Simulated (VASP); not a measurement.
# Pb (Fmmm) in VASP: a series of runs

Runs on Pb. Level: PBEsol. Tasks: single point.

Everything below comes from runs of VASP 6.6.1. Logs are shortened: lines on timing, memory, paths and dates and some standing lists are left out, and cuts for length are marked.

## (1) The cell of the first run

It takes space group Fmmm (No. 69, orthorhombic). Conventional cell: a = 3.688 Å, b = 6.389 Å, c = 10.056 Å, α = 90.00°, β = 90.00°, γ = 90.00°. Within 2.8 Å of Pb (site symmetry m2m) lie 3 Pb at 2.13 Å.

## (2) Single point, PBEsol (C replaced by Pb, lengths x 1.553, strained)

The input, INCAR:

```
SYSTEM = Pb
ALGO     = Normal         ! electronic algorithm
EDIFF    = 1E-6           ! SCF threshold, eV
ENCUT    = 500            ! plane-wave cutoff, eV
GGA      = PS             ! functional
GGA_COMPAT= .FALSE.      
ISIF     = 2              ! what is computed and relaxed
ISMEAR   = 0              ! smearing method
LASPH    = .TRUE.         ! aspherical terms in the spheres
LCHARG   = .FALSE.        ! write CHGCAR
LREAL    = .FALSE.        ! projectors in reciprocal space
LWAVE    = .FALSE.        ! write WAVECAR
NBANDS   = 21             ! bands
NELM     = 120            ! most SCF steps
PREC     = Accurate       ! precision mode
SIGMA    = 0.1            ! smearing width, eV
```

The input, KPOINTS:

```
k-points
0
G
  14 14 14
  0 0 0
```

The input, POSCAR:

```
Pb
1.0
    0.0000000000      3.1943252416      5.0280211137
    1.8442084611      0.0000000000      5.0280211137
    1.8442084611      3.1943252416      0.0000000000
Pb
2
Direct
    0.1666700000      0.8333300000      0.1666700000
    0.8333300000      0.1666700000      0.8333300000
```

Potentials or basis: VASP PAW PBE potentials, release 64 (Pb_d).

Run with:

```bash
$ cat potpaw_PBE.64/Pb_d/POTCAR > POTCAR
$ mpirun -np 1 vasp_std > vasp.out
```

OUTCAR:

```text
SYSTEM = Pb
   EDIFF = 1E-6
   ENCUT = 500
   GGA = PS
   ISIF = 2
   ISMEAR = 0
   LASPH = .TRUE.
   LREAL = .FALSE.
   NELM = 120
   PREC = Accurate

 ion  position               nearest neighbor table
   1  0.167  0.833  0.167-   2 2.13   2 2.13   2 2.13
   2  0.833  0.167  0.833-   1 2.13   1 2.13   1 2.13

  LATTYP: Found a face centered orthorhombic cell.
 ALAT       =     3.6884169222
 B/A-ratio  =     1.7320846905
 C/A-ratio  =     2.7263843648

  Lattice vectors:

 A1 = (   0.0000000000,   3.1943252416,   5.0280211137)
 A2 = (   1.8442084611,   0.0000000000,   5.0280211137)
 A3 = (   1.8442084611,   3.1943252416,   0.0000000000)

Analysis of symmetry for initial positions (statically):
=====================================================================
 Subroutine PRICEL returns:
 Original cell was already a primitive cell.

 Routine SETGRP: Setting up the symmetry group for a
 face centered orthorhombic supercell.

 Subroutine GETGRP returns: Found  8 space group operations
 (whereof  8 operations were pure point group operations)
 out of a pool of  8 trial point group operations.

The static configuration has the point symmetry D_2h.

Analysis of symmetry for dynamics (positions and initial velocities):
=====================================================================
 Subroutine PRICEL returns:
 Original cell was already a primitive cell.

 Routine SETGRP: Setting up the symmetry group for a
 face centered orthorhombic supercell.

 Subroutine GETGRP returns: Found  8 space group operations
 (whereof  8 operations were pure point group operations)
 out of a pool of  8 trial point group operations.

The dynamic configuration has the point symmetry D_2h.

 Subroutine INISYM returns: Found  8 space group operations
 (whereof  8 operations are pure point group operations),
 and found     1 'primitive' translations

----------------------------------------------------------------------------------------

                                     Primitive cell

  volume of cell :      59.2402

  direct lattice vectors                    reciprocal lattice vectors
     0.000000000  3.194325242  5.028021114    -0.271119025  0.156527580  0.099442701
     1.844208461  0.000000000  5.028021114     0.271119025 -0.156527580  0.099442701
     1.844208461  3.194325242  0.000000000     0.271119025  0.156527580 -0.099442701

  length of vectors
     5.956904403  5.355567306  3.688471038     0.328474139  0.328474139  0.328474139

  position of ions in fractional coordinates (direct lattice)
     0.166670000  0.833330000  0.166670000
     0.833330000  0.166670000  0.833330000

  ion indices of the primitive-cell ions
   primitive index   ion index
                 1           1
                 2           2

----------------------------------------------------------------------------------------

 KPOINTS: k-points

Automatic generation of k-mesh.
 Grid dimensions read from file:
 generate k-points for:   14   14   14

 Generating k-lattice:

  Cartesian coordinates                     Fractional coordinates (reciprocal lattice)
    -0.019365645  0.011180541  0.007103050     0.071428571  0.000000000  0.000000000
     0.019365645 -0.011180541  0.007103050     0.000000000  0.071428571  0.000000000
     0.019365645  0.011180541 -0.007103050    -0.000000000 -0.000000000  0.071428571

  Length of vectors
     0.023462438  0.023462438  0.023462438

  Shift w.r.t. Gamma in fractional coordinates (k-lattice)
     0.000000000  0.000000000  0.000000000

 Subroutine IBZKPT returns following result:
 ===========================================

 Found    428 irreducible k-points:

 Following reciprocal coordinates:
            Coordinates               Weight
  0.000000  0.000000  0.000000      1.000000
  0.071429  0.000000  0.000000      8.000000
  0.142857  0.000000  0.000000      8.000000
  0.214286  0.000000  0.000000      8.000000
  0.285714  0.000000  0.000000      8.000000
  0.357143  0.000000  0.000000      8.000000
[... 16 lines left out ...]
  0.214286  0.142857  0.000000      8.000000
  0.285714  0.142857 -0.000000      8.000000
 [... further k-points ...]
   k-points           NKPTS =    428   k-points in BZ     NKDIM =    428   number of bands    NBANDS=     21
   number of dos      NEDOS =    301   number of ions     NIONS =      2
   total plane-waves  NPLWV =  53760
   dimension x,y,z NGX =    48 NGY =   40 NGZ =   28
   dimension x,y,z NGXF=    96 NGYF=   80 NGZF=   56
   ions per type =               2
   NGX,Y,Z   is equivalent  to a cutoff of  13.40, 12.42, 12.62 a.u.
   NGXF,Y,Z  is equivalent  to a cutoff of  26.79, 24.83, 25.24 a.u.
 SYSTEM =  Pb
   PREC   = accura    normal or accurate (medium, high low for compatibility)
   ISTART =      0    job   : 0-new  1-cont  2-samecut
   ICHARG =      2    charge: 1-file 2-atom 10-const
   ISPIN  =      1    spin polarized calculation?
   LNONCOLLINEAR =      F non collinear calculations
   LSORBIT =      F    spin-orbit coupling
   LASPH  =      T    aspherical Exc in radial PAW
   ENCUT  =  500.0 eV  36.75 Ry    6.06 a.u.  10.86  9.76  6.72*2*pi/ulx,y,z
   NELM   =    120;   NELMIN=  2; NELMDL= -5     # of ELM steps
   EDIFF  = 0.1E-05   stopping-criterion for ELM
   LREAL  =      F    real-space projection
   EDIFFG = 0.1E-04   stopping-criterion for IOM
   NSW    =      0    number of steps for IOM
   IBRION =     -1    ionic relax: 0-MD 1-quasi-New 2-CG
   NFREE  =      0    steps in history (QN), initial steepest desc. (CG)
   ISIF   =      2    stress and relaxation
   ISYM   =      2    0-nonsym 1-usesym 2-fastsym
   POTIM  = 0.5000    time-step for ionic-motion
   TEBEG  =    0.0;   TEEND  =   0.0 temperature during run
   PSTRESS=    0.0 pullay stress
   NELECT =      28.0000    total number of electrons
   NUPDOWN=      -1.0000    fix difference up-down
   EMIN   =  10.00;   EMAX   =-10.00  energy-range for DOS
   EFERMI =   0.00;   METHOD = LEGACY
   ISMEAR =     0;   SIGMA  =   0.10  broadening in eV -4-tet -1-fermi 0-gaus
   EFERMI_NEDOS =   21; number of points for ismear=-14 and -15
   IALGO  =     38    algorithm
   IMIX   =      4    mixing-type and parameters
     AMIX     =   0.40;   BMIX     =  1.00
     AMIX_MAG =   1.60;   BMIX_MAG =  1.00
  volume/ion in A,a.u.               =      29.62       199.89
  Fermi-wavevector in a.u.,A,eV,Ry     =   1.275231  2.409837 22.125976  1.626213
  Thomas-Fermi vector in A             =   2.407955
   LORBIT       =      0    0 simple, 1 ext, 2 COOP (PROOUT), +10 PAW based schemes
   GGA     = PS    functional components
   LHFCALC =     F    Hartree Fock is set to
   AEXX    =    0.0000 exact exchange contribution
   IVDW    =     0    specifies the selected vdW correction
   LEPSILON=     F    determine dielectric tensor
   LRPA    =     F    only Hartree local field effects (RPA)
 non-spin polarized calculation
 Gauss-broadening in eV      SIGMA  =   0.10
  energy-cutoff  :      500.00
  volume of cell :       59.24
 maximum number of plane-waves:      1534
 NGX is ok and might be reduce to    48
   NGX = 21   NGY = 19   NGZ = 13

 number of electron      27.9999998 magnetization

 Free energy of the ion-electron system (eV)
  ---------------------------------------------------
  ext. energy  EPLUGINS =         0.00000000
  ---------------------------------------------------
  free energy    TOTEN  =         7.59484063 eV

  energy without entropy =        7.59618496  energy(sigma->0) =        7.59551279

 E-fermi :   8.3591     XC(G=0):  -9.4636

 val. band max:        8.3534288370   @ k =  -0.1429   0.1429   0.2857
 cond. band min:       8.3832109559   @ k =  -0.0714   0.2857   0.2143
 fundamental gap:      0.0297821189
 Fermi energy:         8.3590801758

 k-point     1 :       0.0000    0.0000    0.0000
  band No.  band energies     occupation
      1     -14.3817      2.00000
      2     -13.2563      2.00000
      3     -13.2551      2.00000
      4     -12.7180      2.00000
      5     -12.7147      2.00000
      6     -11.8705      2.00000
[... 13 lines left out ...]
     20      15.9652      0.00000
     21      18.6179      0.00000

 k-point     2 :       0.0714    0.0000    0.0000
  band No.  band energies     occupation
      1     -14.3787      2.00000
      2     -13.4205      2.00000
      3     -13.3968      2.00000
      4     -12.7315      2.00000
      5     -12.7014      2.00000
      6     -11.6931      2.00000
[... 13 lines left out ...]
     20      15.3816      0.00000
     21      17.6423      0.00000

 k-point     3 :       0.1429    0.0000    0.0000
  band No.  band energies     occupation
      1     -14.3986      2.00000
      2     -13.7516      2.00000
      3     -13.6490      2.00000
      4     -12.7747      2.00000
      5     -12.6561      2.00000
      6     -11.3197      2.00000
[... 13 lines left out ...]
     20      16.6044      0.00000
     21      17.0448      0.00000

 k-point     4 :       0.2143    0.0000    0.0000
  band No.  band energies     occupation
      1     -14.5203      2.00000
      2     -14.0890      2.00000
      3     -13.7918      2.00000
      4     -12.8344      2.00000
      5     -12.5864      2.00000
      6     -10.9360      2.00000
[... 13 lines left out ...]
     20      17.2459      0.00000
     21      18.2203      0.00000

 k-point     5 :       0.2857    0.0000    0.0000
  band No.  band energies     occupation
      1     -14.7358      2.00000
      2     -14.3765      2.00000
      3     -13.7874      2.00000
      4     -12.8973      2.00000
      5     -12.5016      2.00000
      6     -10.6533      2.00000
[... 13 lines left out ...]
     20      17.8003      0.00000
     21      18.5474      0.00000
[... 382 lines left out ...]
     20      16.5743      0.00000
     21      17.0517      0.00000

 k-point    22 :       0.1429    0.1429    0.0000
  band No.  band energies     occupation
      1     -14.3817      2.00000
      2     -13.2563      2.00000
      3     -13.2551      2.00000
      4     -12.7178      2.00000
      5     -12.7147      2.00000
      6     -11.8705      2.00000
[... 13 lines left out ...]
     20      16.0746      0.00000
     21      18.8072      0.00000

 k-point    23 :       0.2143    0.1429    0.0000
  band No.  band energies     occupation
      1     -14.3787      2.00000
      2     -13.4205      2.00000
      3     -13.3968      2.00000
      4     -12.7314      2.00000
      5     -12.7012      2.00000
      6     -11.6931      2.00000
[... 13 lines left out ...]
     20      15.5927      0.00000
     21      17.8657      0.00000

 k-point    24 :       0.2857    0.1429   -0.0000
  band No.  band energies     occupation
      1     -14.3986      2.00000
      2     -13.7516      2.00000
      3     -13.6490      2.00000
      4     -12.7747      2.00000
      5     -12.6559      2.00000
      6     -11.3197      2.00000
[... 13 lines left out ...]
     20      16.7629      0.00000
     21      17.0053      0.00000

 [... further k-points ...]
[... 5 lines left out ...]
  --------------------------------------------------------------------------------------
  -------------------------------------------------------------------------------------
  Total       68.0837542     68.1126260     -0.3878826     -0.0000000      0.0000000      0.0000000
  in kB     1841.3563578   1842.1372094    -10.4904616     -0.0000000      0.0000000      0.0000000
  external PRESSURE =    1224.3343686 kB  Pullay stress =       0.0000000 kB

 VOLUME and BASIS-vectors are now :
 -----------------------------------------------------------------------------
  energy-cutoff  :      500.00
  volume of cell :       59.24
      direct lattice vectors                 reciprocal lattice vectors
     0.000000000  3.194325242  5.028021114    -0.271119025  0.156527580  0.099442701
     1.844208461  0.000000000  5.028021114     0.271119025 -0.156527580  0.099442701
     1.844208461  3.194325242  0.000000000     0.271119025  0.156527580 -0.099442701

 POSITION                                       TOTAL-FORCE (eV/Angst)
 -----------------------------------------------------------------------------------
      1.84421      1.06480      5.02802         0.000000     -0.061902      0.000000
      1.84421      5.32385      5.02802         0.000000      0.061902      0.000000
 -----------------------------------------------------------------------------------
    total drift:                               -0.000000     -0.000000     -0.000000

  FREE ENERGIE OF THE ION-ELECTRON SYSTEM (eV)
  ---------------------------------------------------
  free  energy   TOTEN  =         7.5948406252 eV

  energy  without entropy=        7.5961849627  energy(sigma->0) =        7.59551279
```

It took 14 min on 1 thread of Oxide Virtual Turin-like, shared host; peak memory 0.47 GiB.

Results:

```yaml
Free_energy: 7.5948 eV
Pressure: 122.4 GPa
Largest_force: 0.062 eV/Å
Band_gap_on_the_k_mesh: zero (bands 14 and 15 overlap by 1.37 eV)
```

Forces on the atoms (eV/Å):
```
Pb   0.000 -0.062  0.000
Pb   0.000  0.062  0.000
```

Caveat: the cell differs from its parent crystal (C replaced by Pb, lengths x 1.553, strained); the stress differs along the axes, from -1 to 184 GPa; the PAW data sets were made with another functional, which shifts forces and pressure a little; spin-orbit coupling is left out, which moves the levels of the heavy elements.

[end of part 1 of 2]

The gap in the log of VASP goes by the Fermi energy; the results here count the filled bands.